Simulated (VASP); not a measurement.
# HfN in VASP: settings compared, part 2 of 2

VASP 6.6.1. Earlier steps stand in the parts before.

## Step 3: Single point, PBE

INCAR

```
ALGO = Normal
EDIFF = 1E-6
ENCUT = 520
GGA = PE
ISIF = 2
ISMEAR = -1
LASPH = True
LCHARG = False
LREAL = False
LWAVE = False
NBANDS = 14
NELM = 80
PREC = Accurate
SIGMA = 0.03
```

KPOINTS

```
k-points
0
Gamma
  10 10 10
```

POSCAR

```
HfN
1.0
    0.0000000000      2.2590000000      2.2590000000
    2.2590000000      0.0000000000      2.2590000000
    2.2590000000      2.2590000000      0.0000000000
Hf N
1 1
Direct
    0.0000000000      0.0000000000      0.0000000000
    0.5000000000      0.5000000000      0.5000000000
```

Potentials or basis: VASP PAW PBE potentials, release 64 (Hf_pv, N).

The run is started by

```sh
$ cat potpaw_PBE.64/Hf_pv/POTCAR potpaw_PBE.64/N/POTCAR > POTCAR
$ mpirun -np 1 vasp_std > vasp.out
```

OUTCAR:

```text
EDIFF = 1E-6
   ENCUT = 520
   GGA = PE
   ISIF = 2
   ISMEAR = -1
   LASPH = True
   LREAL = False
   NELM = 80
   PREC = Accurate

 ion  position               nearest neighbor table
   1  0.000  0.000  0.000-   2 2.26   2 2.26   2 2.26   2 2.26   2 2.26   2 2.26
   2  0.500  0.500  0.500-   1 2.26   1 2.26   1 2.26   1 2.26   1 2.26   1 2.26

  LATTYP: Found a face centered cubic cell.
 ALAT       =     4.5180000000

  Lattice vectors:

 A1 = (   0.0000000000,   2.2590000000,   2.2590000000)
 A2 = (   2.2590000000,   0.0000000000,   2.2590000000)
 A3 = (   2.2590000000,   2.2590000000,   0.0000000000)

Analysis of symmetry for initial positions (statically):
=====================================================================
 Subroutine PRICEL returns:
 Original cell was already a primitive cell.

 Routine SETGRP: Setting up the symmetry group for a
 face centered cubic supercell.

 Subroutine GETGRP returns: Found 48 space group operations
 (whereof 48 operations were pure point group operations)
 out of a pool of 48 trial point group operations.

The static configuration has the point symmetry O_h .

Analysis of symmetry for dynamics (positions and initial velocities):
=====================================================================
 Subroutine PRICEL returns:
 Original cell was already a primitive cell.

 Routine SETGRP: Setting up the symmetry group for a
 face centered cubic supercell.

 Subroutine GETGRP returns: Found 48 space group operations
 (whereof 48 operations were pure point group operations)
 out of a pool of 48 trial point group operations.

The dynamic configuration has the point symmetry O_h .

 Subroutine INISYM returns: Found 48 space group operations
 (whereof 48 operations are pure point group operations),
 and found     1 'primitive' translations

----------------------------------------------------------------------------------------

                                     Primitive cell

  volume of cell :      23.0557

  direct lattice vectors                    reciprocal lattice vectors
     0.000000000  2.259000000  2.259000000    -0.221336875  0.221336875  0.221336875
     2.259000000  0.000000000  2.259000000     0.221336875 -0.221336875  0.221336875
     2.259000000  2.259000000  0.000000000     0.221336875  0.221336875 -0.221336875

  length of vectors
     3.194708437  3.194708437  3.194708437     0.383366713  0.383366713  0.383366713

  position of ions in fractional coordinates (direct lattice)
     0.000000000  0.000000000  0.000000000
     0.500000000  0.500000000  0.500000000

  ion indices of the primitive-cell ions
   primitive index   ion index
                 1           1
                 2           2

----------------------------------------------------------------------------------------

 KPOINTS: k-points

Automatic generation of k-mesh.
 Grid dimensions read from file:
 generate k-points for:   10   10   10

 Generating k-lattice:

  Cartesian coordinates                     Fractional coordinates (reciprocal lattice)
    -0.022133687  0.022133687  0.022133687     0.100000000  0.000000000  0.000000000
     0.022133687 -0.022133687  0.022133687     0.000000000  0.100000000  0.000000000
[... 39 lines left out ...]
 [... further k-points ...]
   k-points           NKPTS =     47   k-points in BZ     NKDIM =     47   number of bands    NBANDS=     14
   number of dos      NEDOS =    301   number of ions     NIONS =      2
   total plane-waves  NPLWV =  13824
   dimension x,y,z NGX =    24 NGY =   24 NGZ =   24
   dimension x,y,z NGXF=    48 NGYF=   48 NGZF=   48
   ions per type =               1   1
   NGX,Y,Z   is equivalent  to a cutoff of  12.49, 12.49, 12.49 a.u.
   NGXF,Y,Z  is equivalent  to a cutoff of  24.98, 24.98, 24.98 a.u.
 SYSTEM =  unknown system
   PREC   = accura    normal or accurate (medium, high low for compatibility)
   ISTART =      0    job   : 0-new  1-cont  2-samecut
   ICHARG =      2    charge: 1-file 2-atom 10-const
   ISPIN  =      1    spin polarized calculation?
   LNONCOLLINEAR =      F non collinear calculations
   LSORBIT =      F    spin-orbit coupling
   LASPH  =      T    aspherical Exc in radial PAW
   ENCUT  =  520.0 eV  38.22 Ry    6.18 a.u.   5.94  5.94  5.94*2*pi/ulx,y,z
   NELM   =     80;   NELMIN=  2; NELMDL= -5     # of ELM steps
   EDIFF  = 0.1E-05   stopping-criterion for ELM
   LREAL  =      F    real-space projection
   EDIFFG = 0.1E-04   stopping-criterion for IOM
   NSW    =      0    number of steps for IOM
   IBRION =     -1    ionic relax: 0-MD 1-quasi-New 2-CG
   NFREE  =      0    steps in history (QN), initial steepest desc. (CG)
   ISIF   =      2    stress and relaxation
   ISYM   =      2    0-nonsym 1-usesym 2-fastsym
   POTIM  = 0.5000    time-step for ionic-motion
   TEBEG  =    0.0;   TEEND  =   0.0 temperature during run
   PSTRESS=    0.0 pullay stress
   NELECT =      15.0000    total number of electrons
   NUPDOWN=      -1.0000    fix difference up-down
   EMIN   =  10.00;   EMAX   =-10.00  energy-range for DOS
   EFERMI =   0.00;   METHOD = LEGACY
   ISMEAR =    -1;   SIGMA  =   0.03  broadening in eV -4-tet -1-fermi 0-gaus
   EFERMI_NEDOS =   21; number of points for ismear=-14 and -15
   IALGO  =     38    algorithm
   IMIX   =      4    mixing-type and parameters
     AMIX     =   0.40;   BMIX     =  1.00
     AMIX_MAG =   1.60;   BMIX_MAG =  1.00
  volume/ion in A,a.u.               =      11.53        77.79
  Fermi-wavevector in a.u.,A,eV,Ry     =   1.418553  2.680677 27.378918  2.012294
  Thomas-Fermi vector in A             =   2.539667
   LORBIT       =      0    0 simple, 1 ext, 2 COOP (PROOUT), +10 PAW based schemes
   GGA     = PE    functional components
   LHFCALC =     F    Hartree Fock is set to
   AEXX    =    0.0000 exact exchange contribution
   IVDW    =     0    specifies the selected vdW correction
   LEPSILON=     F    determine dielectric tensor
   LRPA    =     F    only Hartree local field effects (RPA)
 non-spin polarized calculation
  energy-cutoff  :      520.00
  volume of cell :       23.06
 maximum number of plane-waves:       636
   NGX = 11   NGY = 11   NGZ = 11

 number of electron      15.0000000 magnetization

 Free energy of the ion-electron system (eV)
  ---------------------------------------------------
  ext. energy  EPLUGINS =         0.00000000
  ---------------------------------------------------
  free energy    TOTEN  =       -21.74855403 eV

  energy without entropy =      -21.74589510  energy(sigma->0) =      -21.74722456

 E-fermi :   8.4218     XC(G=0): -12.7322

 val. band max:        8.3792005467   @ k =  -0.4000   0.3000   0.0000
 cond. band min:       8.4350426814   @ k =  -0.1000   0.1000   0.0000
 fundamental gap:      0.0558421347
 Fermi energy:         8.4218129667

 k-point     1 :       0.0000    0.0000    0.0000
  band No.  band energies     occupation
      1     -22.7619      2.00000
      2     -22.7619      2.00000
      3     -22.7619      2.00000
      4      -9.1294      2.00000
      5       5.3513      2.00000
      6       5.3513      2.00000
      7       5.3513      2.00000
      8       8.0407      1.99999
      9       8.0407      1.99999
     10       8.0407      1.99999
     11      10.1798      0.00000
     12      10.3567      0.00000
     13      10.3567      0.00000
     14      17.9512      0.00000
[... 377 lines left out ...]
      1     -23.4344      2.00000
      2     -23.0252      2.00000
      3     -22.9963      2.00000
      4      -7.7359      2.00000
      5       1.7787      2.00000
      6       3.7691      2.00000
      7       4.2502      2.00000
      8       5.9127      2.00000
      9      12.4712      0.00000
     10      12.9559      0.00000
     11      13.1313      0.00000
     12      13.1965      0.00000
     13      17.5319      0.00000
     14      19.7207      0.00000

 [... further k-points ...]

------------------------ aborting loop because EDIFF is reached ----------------------------------------

  FORCE on cell =-STRESS in cart. coord.  units (eV):
  Direction    XX          YY          ZZ          XY          YZ          ZX
  --------------------------------------------------------------------------------------
  -------------------------------------------------------------------------------------
  Total        0.4395761      0.4395761      0.4395761      0.0000000     -0.0000000      0.0000000
  in kB       30.5468168     30.5468168     30.5468168      0.0000000     -0.0000000      0.0000000
  external PRESSURE =      30.5468168 kB  Pullay stress =       0.0000000 kB

 VOLUME and BASIS-vectors are now :
 -----------------------------------------------------------------------------
  energy-cutoff  :      520.00
  volume of cell :       23.06
      direct lattice vectors                 reciprocal lattice vectors
     0.000000000  2.259000000  2.259000000    -0.221336875  0.221336875  0.221336875
     2.259000000  0.000000000  2.259000000     0.221336875 -0.221336875  0.221336875
     2.259000000  2.259000000  0.000000000     0.221336875  0.221336875 -0.221336875

 POSITION                                       TOTAL-FORCE (eV/Angst)
 -----------------------------------------------------------------------------------
      0.00000      0.00000      0.00000         0.000000      0.000000      0.000000
      2.25900      2.25900      2.25900         0.000000      0.000000      0.000000
 -----------------------------------------------------------------------------------
    total drift:                                0.000000     -0.000000     -0.000000

  FREE ENERGIE OF THE ION-ELECTRON SYSTEM (eV)
  ---------------------------------------------------
  free  energy   TOTEN  =       -21.7485540295 eV

  energy  without entropy=      -21.7458950970  energy(sigma->0) =      -21.74722456
```

stdout:

```text
POSCAR found type information on POSCAR HfN
 POSCAR found :  2 types and       2 ions
 scaLAPACK will be used
 LDA part: xc-table for (Slater+PW92), standard interpolation
 POSCAR, INCAR and KPOINTS ok, starting setup
 FFT: planning ... GRIDC
 FFT: planning ... GRID_SOFT
 FFT: planning ... GRID
 WAVECAR not read
 entering main loop
```

It took 8.6 s on 1 thread of Intel Xeon Platinum 8375C at 2.90GHz (Ice Lake), shared host; peak memory 0.13 GiB.

Results:

```
Free energy : -21.7486 eV
Pressure    : 3.1 GPa
```

Caveat: spin-orbit coupling is left out, which moves the levels of the heavy elements.

## Step 4: Single point, PBE, non-collinear spin, zero start, spin-orbit coupling

INCAR

```
PREC = Accurate
ENCUT = 520
EDIFF = 1E-7
ISMEAR = -1
SIGMA = 0.03
LREAL = False
LASPH = True
NELM = 150
ALGO = Normal
ISIF = 2
LWAVE = False
LCHARG = True
MAGMOM = 0 0 0 0 0 0
LORBIT = 11
LSORBIT = True
GGA_COMPAT = False
LORBMOM = True
LMAXMIX = 4
GGA = PE
LVHAR = True
NBANDS = 27
```

KPOINTS

```
Automatic mesh
0
Gamma
  10 10 10
```

POSCAR is that of step 3.

The run is started by

```sh
$ cat potpaw_PBE.64/Hf_pv/POTCAR potpaw_PBE.64/N/POTCAR > POTCAR
$ mpirun -np 1 vasp_ncl > vasp.out
```

Wall time 45 s (1 thread of Intel Xeon Platinum 8375C at 2.90GHz (Ice Lake), shared host); peak memory 0.21 GiB.

It converged, with:

| Property | Result |
| --- | --- |
| Free energy | -22.4010 eV |
| Pressure | 3.3 GPa |
| Net moment | 0.00 μB per cell |
| Valence electrons inside the program's atomic spheres | Hf 8.68; N 3.74 |

Moments on the atoms (μB; x, y, z):
```
Hf  0.00 0.00 0.00
N   0.00 0.00 0.00
```

## Step 5: Single point, PBE (equal xy, yz and zx shear strains of -2 %)

INCAR

```
ALGO     = Normal         # electronic algorithm
EDIFF    = 1E-6           # SCF threshold, eV
ENCUT    = 520            # plane-wave cutoff, eV
GGA      = PE             # functional
ISIF     = 2              # what is computed and relaxed
ISMEAR   = -1             # smearing method
LASPH    = True           # aspherical terms in the spheres
LCHARG   = False          # write CHGCAR
LREAL    = False          # projectors in reciprocal space
LWAVE    = False          # write WAVECAR
NBANDS   = 14             # bands
NELM     = 80             # most SCF steps
PREC     = Accurate       # precision mode
SIGMA    = 0.03           # smearing width, eV
```

KPOINTS

```
k-points
0
Gamma
  10 10 10
```

POSCAR

```
HfN
1.0
   -0.0451800000      2.2364100000      2.2364100000
    2.2364100000     -0.0451800000      2.2364100000
    2.2364100000      2.2364100000     -0.0451800000
Hf N
1 1
Direct
    0.0000000000      0.0000000000      0.0000000000
    0.5000000000      0.5000000000      0.5000000000
```

Potentials or basis: VASP PAW PBE potentials, release 64 (Hf_pv, N).

The run is started by

```sh
$ cat potpaw_PBE.64/Hf_pv/POTCAR potpaw_PBE.64/N/POTCAR > POTCAR
$ mpirun -np 1 vasp_std > vasp.out
```

OUTCAR:

```text
EDIFF = 1E-6
   ENCUT = 520
   GGA = PE
   ISIF = 2
   ISMEAR = -1
   LASPH = True
   LREAL = False
   NELM = 80
   PREC = Accurate

 ion  position               nearest neighbor table
   1  0.000  0.000  0.000-   2 2.26   2 2.26   2 2.26   2 2.26   2 2.26   2 2.26
   2  0.500  0.500  0.500-   1 2.26   1 2.26   1 2.26   1 2.26   1 2.26   1 2.26

  LATTYP: Found a trigonal (rhomboedric) cell.
 ALAT       =     3.1630840344
 COS(alpha) =     0.4797000918

  Lattice vectors:

 A1 = (  -0.0451800000,   2.2364100000,   2.2364100000)
[... 584 lines left out ...]
      9      12.4630      0.00000
     10      12.9151      0.00000
     11      13.1065      0.00000
     12      13.2562      0.00000
     13      17.5250      0.00000
     14      19.7095      0.00000

 [... further k-points ...]
[... 5 lines left out ...]
  --------------------------------------------------------------------------------------
  -------------------------------------------------------------------------------------
  Total        0.4489305      0.4489305      0.4489305      0.3284320      0.3284320      0.3284320
  in kB       31.2062962     31.2062962     31.2062962     22.8301390     22.8301390     22.8301390
  external PRESSURE =      31.2062962 kB  Pullay stress =       0.0000000 kB

 VOLUME and BASIS-vectors are now :
 -----------------------------------------------------------------------------
  energy-cutoff  :      520.00
  volume of cell :       23.05
      direct lattice vectors                 reciprocal lattice vectors
    -0.045180000  2.236410000  2.236410000    -0.216909243  0.221381598  0.221381598
     2.236410000 -0.045180000  2.236410000     0.221381598 -0.216909243  0.221381598
     2.236410000  2.236410000 -0.045180000     0.221381598  0.221381598 -0.216909243

 POSITION                                       TOTAL-FORCE (eV/Angst)
 -----------------------------------------------------------------------------------
      0.00000      0.00000      0.00000        -0.000000     -0.000000     -0.000000
      2.21382      2.21382      2.21382         0.000000      0.000000      0.000000
 -----------------------------------------------------------------------------------
    total drift:                                0.000000     -0.000000     -0.000000

  FREE ENERGIE OF THE ION-ELECTRON SYSTEM (eV)
  ---------------------------------------------------
  free  energy   TOTEN  =       -21.7397067865 eV

  energy  without entropy=      -21.7377697823  energy(sigma->0) =      -21.73873828
```

OSZICAR:

```text
N       E                     dE             d eps       ncg     rms          rms(c)
DAV:   1     0.382726354256E+02    0.38273E+02   -0.77547E+03  3256   0.100E+03
DAV:   2    -0.227784916403E+02   -0.61051E+02   -0.56985E+02  4262   0.237E+02
DAV:   3    -0.247360368443E+02   -0.19575E+01   -0.19515E+01  3740   0.351E+01
DAV:   4    -0.247431358371E+02   -0.70990E-02   -0.70983E-02  3902   0.245E+00
DAV:   5    -0.247431797470E+02   -0.43910E-04   -0.43910E-04  3722   0.166E-01    0.490E+01
DAV:   6    -0.218460082000E+02    0.28972E+01   -0.82496E+00  3572   0.221E+01    0.417E+01
DAV:   7    -0.217669280310E+02    0.79080E-01   -0.45455E-01  4130   0.602E+00    0.266E+01
DAV:   8    -0.217454102860E+02    0.21518E-01   -0.10704E-01  3812   0.283E+00    0.606E+00
DAV:   9    -0.217398168602E+02    0.55934E-02   -0.15321E-02  3734   0.997E-01    0.195E+00
DAV:  10    -0.217397382215E+02    0.78639E-04   -0.10402E-03  4296   0.310E-01    0.428E-01
DAV:  11    -0.217397089366E+02    0.29285E-04   -0.68428E-05  3902   0.822E-02    0.106E-01
DAV:  12    -0.217397070007E+02    0.19360E-05   -0.74587E-06  4388   0.232E-02    0.140E-02
DAV:  13    -0.217397067865E+02    0.21420E-06   -0.18492E-07  2230   0.452E-03
   1 F= -.21739707E+02 E0= -.21738738E+02  d E =-.193700E-02
```

stdout:

```text
POSCAR found type information on POSCAR HfN
 POSCAR found :  2 types and       2 ions
 scaLAPACK will be used
 LDA part: xc-table for (Slater+PW92), standard interpolation
 POSCAR, INCAR and KPOINTS ok, starting setup
 FFT: planning ... GRIDC
 FFT: planning ... GRID_SOFT
 FFT: planning ... GRID
 WAVECAR not read
 entering main loop
```

It took 15 s on 1 thread of Intel Xeon Platinum 8488C (Sapphire Rapids), shared host; peak memory 0.17 GiB.

Results:

```
Free energy : -21.7397 eV
Pressure    : 3.1 GPa
```

Caveat: the cell differs from its parent crystal (equal xy, yz and zx shear strains of -2 %); spin-orbit coupling is left out, which moves the levels of the heavy elements.

## Step 6: Summary

```csv
level,spin,cell,gap on the mesh (eV),pressure (GPa)
PBEsol,off,"a = 3.195 Å, angles 60.0°, 2 atoms",none,-5.2
PBE,off,"a = 3.195 Å, angles 60.0°, 2 atoms",none,3.1
PBE,"non-collinear, zero start, SOC","a = 3.195 Å, angles 60.0°, 2 atoms",-,3.3
PBE,off,"a = 3.163 Å, angles 61.3°, 2 atoms",none,3.1
```

Alike in all rows: task single point; potentials or basis VASP PAW PBE potentials, release 64 (Hf_pv, N); k mesh 10 × 10 × 10; cutoff (eV) 520; smearing fermi-dirac 0.03 eV.

The pressure there spans -5.2 GPa (PBEsol) to 3.3 GPa (PBE); a positive pressure means that this level wants a larger cell, a negative one a smaller.

Caveats: spin-orbit coupling is left out, which moves the levels of the heavy elements (some runs); the PAW data sets were made with another functional, which shifts forces and pressure a little (some runs).

Absolute energies hang on the potentials; compare differences alone.
